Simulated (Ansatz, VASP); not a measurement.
## MgO: VASP beside Ansatz

Contents of POSCAR:

```
MgO
1.0
    0.0000000000      2.1334903292      2.1021680256
    2.1021680256      0.0000000000      2.1021680256
    2.1021680256      2.1334903292      0.0000000000
Mg O
1 1
Direct
    0.0000000000      0.0000000000      0.0000000000
    0.5000000000      0.5000000000      0.5000000000
```

Contents of INCAR.step1:

```
SYSTEM = MgO
  PREC = Accurate
  ENCUT = 520
  EDIFF = 1E-5
  ISMEAR = 0
  SIGMA = 0.01
  LREAL = .False.
  LASPH = .True.
  NELM = 60
  ALGO = Normal
  ISIF = 2
  LWAVE = .True.
  NBANDS = 11
  GGA = PE
```

File INCAR.step2:

```
SYSTEM = MgO
  PREC = Accurate
  ENCUT = 520
  EDIFF = 1E-6
  ISMEAR = 0
  SIGMA = 0.01
  LREAL = .False.
  LASPH = .True.
  NELM = 60
  ALGO = Normal
  ISIF = 2
  LWAVE = .False.
  LCHARG = .True.
  GGA = PE
  LHFCALC = .True.
  HFSCREEN = 0.2079
  PRECFOCK = Normal
  LELF = .True.
  LVHAR = .True.
  NBANDS = 11
  ISTART = 1
```

KPOINTS

```
Automatic mesh
0
Gamma
  8 8 8
  0 0 0
```

Input for Ansatz:

```yaml
crystal:
  lattice:
    - [0.0, 2.1334903292, 2.1021680256]
    - [2.1021680256, 0.0, 2.1021680256]
    - [2.1021680256, 2.1334903292, 0.0]
  atoms:
    - { symbol: Mg, position: [0.0, 0.0, 0.0] }
    - { symbol: O, position: [0.5, 0.5, 0.5] }
kpoints:
  mp_grid: { grid: [8, 8, 8] }
  band_path:
    path:
      - [0.0, 0.0, 0.0]
      - [0.5, 0.0, 0.5]
      - [0.625, 0.25, 0.625]
      - [0.375, 0.375, 0.75]
      - [0.5, 0.5, 0.5]
      - [0.5, 0.25, 0.75]
    npoints: 1
hamiltonian:
  xc: hse06
scf:
  occupations: { method: fixed }
  n_extra_bands: 4
output:
  forces: true
  stress: true
  eigenvalues: true
  write_density: true
  write_potential: true
  elf: true
  volumetric_format: npy
```

Change from the starting cell: uniaxial_y strain +1.5%.

Alike in both runs: task single point; functional HSE06; k mesh 8 × 8 × 8; no spin polarisation.

```csv
,VASP,Ansatz
version,VASP 6.6.1,Ansatz 0.2.0
potentials or method,"VASP PAW PBE potentials, release 64 (Mg, O)","plane waves, PAW"
plane-wave cutoff (eV),520,420
occupations,"gaussian, width 0.01 eV",fixed
valence electrons in the cell,8,16
```

|  | VASP | Ansatz | Ansatz less VASP |
| --- | --- | --- | --- |
| gap on the k mesh at the Fermi level (eV) | 6.31 | 6.35 | +0.045 |
| pressure (GPa) | -3.0 | -2.7 | +0.33 |
| traceless stress, the component that is largest in VASP (GPa) | -1.84 | -1.81 | +0.029 |

VASP's potentials hold 8 valence electrons a cell and Ansatz's 16, so a difference there can come from the potentials and not from the codes. Ansatz's warnings: stress exchange threshold loose, stress scf threshold loose.
